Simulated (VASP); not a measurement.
Wanted: the native input for a VASP 6.6.1 run.

| Property | Result |
| --- | --- |
| Task | single point |
| Functional | PBE |
| Dispersion | D3(BJ) |
| Potentials or basis | VASP PAW PBE potentials, release 64 (C, H, Cl) |
| Cutoff | 520 eV |
| k mesh | 1 × 1 × 1 |
| Occupations | fermi-dirac, width 0.05 eV |
| Spin | no spin polarisation |
| Dipole correction | no |
| Further INCAR settings | LREAL = Auto; ALGO = Normal; EDIFF = 1e-07; NBANDS = 74 |

The structure of H12C4Cl3 lies in POSCAR:

```
H12C4Cl3
1.0
    8.3376330000      0.0000000000      0.0000000000
    0.0000000000      8.3376330000      0.0000000000
    0.0000000000      0.0000000000      8.3376330000
C H Cl
8 24 6
Direct
    0.2288059453      0.0228961865      0.1659823597
    0.2085124159      0.2081645954      0.1834813310
    0.1411191881      0.5515953988      0.6745799437
    0.6802410228      0.6070068088      0.0270940206
    0.7131280544      0.9691599522      0.5245253659
    0.1494189058     -0.0166474106      0.5849022139
    0.6553778512      0.3761259341      0.5599670794
    0.0905292905      0.6182090289      0.1093955563
    0.2704364656     -0.0306801703      0.2817706176
    0.1305406462     -0.0286532161      0.1081122184
    0.3395208208     -0.0038979888      0.1015156220
    0.2222813117      0.2692610721      0.0649944655
    0.0835968674      0.2261793005      0.2276665332
    0.2884751584      0.2480440192      0.2804393045
    0.2156007586      0.6112646119      0.7631182615
    0.1999968096      0.5362793013      0.5565368492
    0.0234359080      0.6002902742      0.6665920652
    0.7387708238      0.4876084136      0.0402272444
    0.6022572593      0.6194323977     -0.0778398378
    0.7823443416      0.6920429335      0.0178228041
    0.6728648287      1.0766844739      0.4653359053
    0.8342535585      0.9917323058      0.5643927959
    0.6986875052      0.8684719032      0.4504156036
    0.1113265599      0.1134854460      0.5809082746
    0.2832818379     -0.0093071979      0.5457424187
    0.0712192537     -0.0943313288      0.5170892027
    0.7812289171      0.3822427780      0.5335207246
    0.6262448827      0.3031915653      0.6631738288
    0.5741677524      0.3312330970      0.4636927531
    0.0612044210      0.7156227673      0.0263623981
    0.2146412537      0.6328534729      0.1511220271
    0.0656421313      0.4986547141      0.0551835275
    0.1159201898      0.3619012734      0.7675079966
    0.5724526373      0.6516837572      0.2062096041
    0.5956846505      0.9379760419      0.7059077798
    0.1374610756     -0.0666376177      0.7944341038
    0.5704616646      0.5740238267      0.6066949697
   -0.0419663470      0.6374111214      0.2769610992
```

One way to write it, as run:

INCAR

```
SYSTEM = H12C4Cl3
ALGO = Normal
EDIFF = 1E-7
ENCUT = 520
GGA = PE
ISIF = 2
ISMEAR = -1
IVDW = 12
LASPH = .TRUE.
LCHARG = .FALSE.
LREAL = Auto
LWAVE = .FALSE.
NBANDS = 74
NELM = 60
PREC = Accurate
SIGMA = 0.05
```

KPOINTS

```
k-points
0
G
  1 1 1
  0 0 0
```

Potentials or basis: VASP PAW PBE potentials, release 64 (C, H, Cl).

Run with:

```sh
$ cat potpaw_PBE.64/C/POTCAR potpaw_PBE.64/H/POTCAR potpaw_PBE.64/Cl/POTCAR > POTCAR
$ mpirun -np 1 vasp_gam > vasp.out
```

It gave:

```
Pressure                   : -0.1 GPa
Largest force              : 3.316 eV/Å
Band gap on the k mesh     : 5.45 eV
Dispersion energy per atom : -0.046 eV
```

Caveat: the k points lie up to 0.75 Å⁻¹ apart.

Wall time 89 s on 1 thread of Intel(R) Xeon(R) Platinum 8488C (Sapphire Rapids), with other jobs on the host, peak memory 0.51 GiB.
